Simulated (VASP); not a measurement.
# Y (Fm-3m) in VASP: settings compared

The runs below take Y through single point, relaxation of cell and atoms, with PBE, r2SCAN.

Program: VASP 6.6.1. These are calculated values, not measurements. Logs are shortened: lines on timing, memory, paths and dates and some standing lists are left out, and cuts for length are marked.

## 1. The cell of the first run

The structure is cubic, space group Fm-3m (No. 225). Conventional cell: a = 5.044 Å, b = 5.044 Å, c = 5.044 Å, α = 90.00°, β = 90.00°, γ = 90.00°. Within 4.7 Å of Y (site symmetry m-3m) lie 12 Y at 3.57 Å.

## 2. Single point, PBE (strained)

INCAR reads:

```
SYSTEM = Y
ALGO     = Normal         ! electronic algorithm
EDIFF    = 1E-6           ! SCF threshold, eV
ENCUT    = 520            ! plane-wave cutoff, eV
GGA      = PE             ! functional
ISIF     = 2              ! what is computed and relaxed
ISMEAR   = 0              ! smearing method
LASPH    = .TRUE.         ! aspherical terms in the spheres
LCHARG   = .FALSE.        ! write CHGCAR
LREAL    = .FALSE.        ! projectors in reciprocal space
LWAVE    = .FALSE.        ! write WAVECAR
NBANDS   = 12             ! bands
NELM     = 60             ! most SCF steps
PREC     = Accurate       ! precision mode
SIGMA    = 0.1            ! smearing width, eV
```

KPOINTS reads:

```
k-points
0
G
  14 14 14
  0 0 0
```

POSCAR reads:

```
Y
1.0
    0.0000000000      2.5222253000      2.5222253000
    2.5222253000      0.0000000000      2.5222253000
    2.5222253000      2.5222253000      0.0000000000
Y
1
Direct
    0.0000000000      0.0000000000      0.0000000000
```

Potentials or basis: VASP PAW PBE potentials, release 64 (Y_sv).

Command:

```console
$ cat potpaw_PBE.64/Y_sv/POTCAR > POTCAR
$ mpirun -np 1 vasp_std > vasp.out
```

OUTCAR:

```text
SYSTEM = Y
   EDIFF = 1E-6
   ENCUT = 520
   GGA = PE
   ISIF = 2
   ISMEAR = 0
   LASPH = .TRUE.
   LREAL = .FALSE.
   NELM = 60
   PREC = Accurate

 ion  position               nearest neighbor table
   1  0.000  0.000  0.000-

  LATTYP: Found a face centered cubic cell.
 ALAT       =     5.0444506000

  Lattice vectors:

 A1 = (   0.0000000000,   2.5222253000,   2.5222253000)
 A2 = (   2.5222253000,   0.0000000000,   2.5222253000)
 A3 = (   2.5222253000,   2.5222253000,   0.0000000000)

Analysis of symmetry for initial positions (statically):
=====================================================================
 Subroutine PRICEL returns:
 Original cell was already a primitive cell.

 Routine SETGRP: Setting up the symmetry group for a
 face centered cubic supercell.

 Subroutine GETGRP returns: Found 48 space group operations
 (whereof 48 operations were pure point group operations)
 out of a pool of 48 trial point group operations.

The static configuration has the point symmetry O_h .

Analysis of symmetry for dynamics (positions and initial velocities):
=====================================================================
 Subroutine PRICEL returns:
 Original cell was already a primitive cell.

 Routine SETGRP: Setting up the symmetry group for a
 face centered cubic supercell.

 Subroutine GETGRP returns: Found 48 space group operations
 (whereof 48 operations were pure point group operations)
 out of a pool of 48 trial point group operations.

The dynamic configuration has the point symmetry O_h .

 Subroutine INISYM returns: Found 48 space group operations
 (whereof 48 operations are pure point group operations),
 and found     1 'primitive' translations

----------------------------------------------------------------------------------------

                                     Primitive cell

  volume of cell :      32.0909

  direct lattice vectors                    reciprocal lattice vectors
     0.000000000  2.522225300  2.522225300    -0.198237644  0.198237644  0.198237644
     2.522225300  0.000000000  2.522225300     0.198237644 -0.198237644  0.198237644
     2.522225300  2.522225300  0.000000000     0.198237644  0.198237644 -0.198237644

  length of vectors
     3.566965227  3.566965227  3.566965227     0.343357671  0.343357671  0.343357671

  position of ions in fractional coordinates (direct lattice)
     0.000000000  0.000000000  0.000000000

  ion indices of the primitive-cell ions
   primitive index   ion index
                 1           1

[... 73 lines left out ...]
   EDIFFG = 0.1E-04   stopping-criterion for IOM
   NSW    =      0    number of steps for IOM
   IBRION =     -1    ionic relax: 0-MD 1-quasi-New 2-CG
   NFREE  =      0    steps in history (QN), initial steepest desc. (CG)
   ISIF   =      2    stress and relaxation
   ISYM   =      2    0-nonsym 1-usesym 2-fastsym
   POTIM  = 0.5000    time-step for ionic-motion
   TEBEG  =    0.0;   TEEND  =   0.0 temperature during run
   PSTRESS=    0.0 pullay stress
   NELECT =      11.0000    total number of electrons
   NUPDOWN=      -1.0000    fix difference up-down
   EMIN   =  10.00;   EMAX   =-10.00  energy-range for DOS
   EFERMI =   0.00;   METHOD = LEGACY
   ISMEAR =     0;   SIGMA  =   0.10  broadening in eV -4-tet -1-fermi 0-gaus
   EFERMI_NEDOS =   21; number of points for ismear=-14 and -15
   IALGO  =     38    algorithm
   IMIX   =      4    mixing-type and parameters
     AMIX     =   0.40;   BMIX     =  1.00
     AMIX_MAG =   1.60;   BMIX_MAG =  1.00
  volume/ion in A,a.u.               =      32.09       216.56
  Fermi-wavevector in a.u.,A,eV,Ry     =   1.145720  2.165097 17.860020  1.312674
  Thomas-Fermi vector in A             =   2.282407
   LORBIT       =      0    0 simple, 1 ext, 2 COOP (PROOUT), +10 PAW based schemes
   GGA     = PE    functional components
   LHFCALC =     F    Hartree Fock is set to
   AEXX    =    0.0000 exact exchange contribution
   IVDW    =     0    specifies the selected vdW correction
   LEPSILON=     F    determine dielectric tensor
   LRPA    =     F    only Hartree local field effects (RPA)
 non-spin polarized calculation
 Gauss-broadening in eV      SIGMA  =   0.10
  energy-cutoff  :      520.00
  volume of cell :       32.09
 maximum number of plane-waves:       887
   NGX = 13   NGY = 13   NGZ = 13

 number of electron      11.0000000 magnetization

 Free energy of the ion-electron system (eV)
  ---------------------------------------------------
  ext. energy  EPLUGINS =         0.00000000
  ---------------------------------------------------
  free energy    TOTEN  =        -6.41081394 eV

  energy without entropy =       -6.40226840  energy(sigma->0) =       -6.40654117

 E-fermi :   3.1783     XC(G=0):  -9.5138

 val. band max:        3.1756729367   @ k =  -0.3571   0.4286   0.2143
 cond. band min:       3.1809508132   @ k =   0.5000   0.2857   0.1429
 fundamental gap:      0.0052778764
 Fermi energy:         3.1782832064

 k-point     1 :       0.0000    0.0000    0.0000
  band No.  band energies     occupation
      1     -39.4794      2.00000
      2     -19.1669      2.00000
      3     -19.1669      2.00000
      4     -19.1669      2.00000
      5      -1.6117      2.00000
      6       4.9693      0.00000
      7       4.9693      0.00000
      8       4.9693      0.00000
      9       7.0099      0.00000
     10       7.0099      0.00000
     11      12.1749      0.00000
     12      15.4888      0.00000
[... 331 lines left out ...]
 k-point    24 :       0.2857    0.1429    0.0000
  band No.  band energies     occupation
      1     -39.4383      2.00000
      2     -19.4674      2.00000
      3     -19.2468      2.00000
      4     -19.2409      2.00000
      5       0.0510      2.00000
      6       3.6144      0.00000
      7       4.9729      0.00000
      8       5.6136      0.00000
      9       6.4091      0.00000
     10       7.6151      0.00000
     11      13.3212      0.00000
     12      15.1379      0.00000

 [... further k-points ...]
[... 5 lines left out ...]
  --------------------------------------------------------------------------------------
  -------------------------------------------------------------------------------------
  Total        0.0609570      0.0609570      0.0609570     -0.0000000      0.0000000      0.0000000
  in kB        3.0433529      3.0433529      3.0433529     -0.0000000      0.0000000      0.0000000
  external PRESSURE =       3.0433529 kB  Pullay stress =       0.0000000 kB

 VOLUME and BASIS-vectors are now :
 -----------------------------------------------------------------------------
  energy-cutoff  :      520.00
  volume of cell :       32.09
      direct lattice vectors                 reciprocal lattice vectors
     0.000000000  2.522225300  2.522225300    -0.198237644  0.198237644  0.198237644
     2.522225300  0.000000000  2.522225300     0.198237644 -0.198237644  0.198237644
     2.522225300  2.522225300  0.000000000     0.198237644  0.198237644 -0.198237644

 POSITION                                       TOTAL-FORCE (eV/Angst)
 -----------------------------------------------------------------------------------
      0.00000      0.00000      0.00000         0.000000     -0.000000     -0.000000
 -----------------------------------------------------------------------------------
    total drift:                               -0.000000     -0.000000     -0.000000

  FREE ENERGIE OF THE ION-ELECTRON SYSTEM (eV)
  ---------------------------------------------------
  free  energy   TOTEN  =        -6.4108139419 eV

  energy  without entropy=       -6.4022683980  energy(sigma->0) =       -6.40654117
```

stdout:

```text
POSCAR found type information on POSCAR Y
 POSCAR found :  1 types and       1 ions
 scaLAPACK will be used
 LDA part: xc-table for (Slater+PW92), standard interpolation
 POSCAR, INCAR and KPOINTS ok, starting setup
 FFT: planning ... GRIDC
 FFT: planning ... GRID_SOFT
 FFT: planning ... GRID
 WAVECAR not read
 entering main loop
```

Wall time 23 s (1 thread of AMD EPYC 9R45 (Zen 5), shared host); peak memory 0.17 GiB.

Results:

```
Free energy : -6.4108 eV
Pressure    : 0.3 GPa
```

Caveat: the cell differs from its parent crystal (strained).

## 3. Single point, PBE (strained)

INCAR reads:

```
SYSTEM = Y
ALGO     = Fast           ! electronic algorithm
EDIFF    = 1E-6           ! SCF threshold, eV
ENCUT    = 520            ! plane-wave cutoff, eV
GGA      = PE             ! functional
ISIF     = 2              ! what is computed and relaxed
ISMEAR   = 0              ! smearing method
LASPH    = .True.         ! aspherical terms in the spheres
LCHARG   = .False.        ! write CHGCAR
LREAL    = .False.        ! projectors in reciprocal space
LWAVE    = .False.        ! write WAVECAR
NBANDS   = 12             ! bands
NELM     = 80             ! most SCF steps
PREC     = Accurate       ! precision mode
SIGMA    = 0.1            ! smearing width, eV
```

KPOINTS reads:

```
k-points
0
Gamma
  14 14 14
  0 0 0
```

POSCAR reads:

```
Y
1.0
    0.0000000000      2.5336314500      2.5336314500
    2.5336314500      0.0000000000      2.5336314500
    2.5336314500      2.5336314500      0.0000000000
Y
1
Direct
    0.0000000000      0.0000000000      0.0000000000
```

Potentials or basis: VASP PAW PBE potentials, release 64 (Y_sv).

Command:

```console
$ cat potpaw_PBE.64/Y_sv/POTCAR > POTCAR
$ mpirun -np 1 vasp_std > vasp.out
```

Wall time 34 s (1 thread of AMD EPYC 9R45 (Zen 5), shared host); peak memory 0.17 GiB.

It converged, with:

| Property | Result |
| --- | --- |
| Free energy | -6.4110 eV |
| Pressure | -0.2 GPa |

Levels at points of the mesh, in eV from the Fermi level:
| k point | band 2 | band 3 | band 4 | band 5 | band 6 | band 7 | band 8 | band 9 |
| --- | --- | --- | --- | --- | --- | --- | --- | --- |
| (0.00, 0.00, 0.00) | -22.39 | -22.39 | -22.39 | -4.77 | 1.78 | 1.78 | 1.78 | 3.78 |
| (0.50, 0.00, 0.00) | -22.96 | -22.46 | -22.46 | -1.99 | 0.60 | 1.61 | 1.61 | 5.23 |
| (0.50, 0.50, 0.00) | -22.92 | -22.59 | -22.59 | -1.76 | -0.88 | 2.07 | 5.24 | 5.64 |

Caveat: the cell differs from its parent crystal (strained).

[end of part 1 of 2]
